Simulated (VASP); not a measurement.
Runs of VASP 6.6.1 on Cu. The structure is that of space group Pm-3n (No. 223), or close to it. The cells are those of the table. 

```tsv
task	cell	k mesh	cutoff (eV)	gap on the mesh (eV)	pressure (GPa)
relaxation of cell and atoms	relaxed from a = 4.527 Å, 8 atoms	4 × 4 × 4	600	none	0.0
single point	a = 4.609 Å, 8 atoms	4 × 4 × 4	520	none	(a)
single point	a = 4.614 Å, 8 atoms	8 × 8 × 8	520	none	0.4
single point	a = 4.527 Å, 8 atoms	4 × 4 × 4	520	none	9.1
```

Alike in all rows: level PBE; potentials or basis VASP PAW PBE potentials, release 64 (Cu); no spin polarisation; smearing gaussian 0.1 eV.

Problem. Estimate the missing entries.

Solution. (a) 0.9.

A gap of «none» marks levels without a gap at the run's occupations.
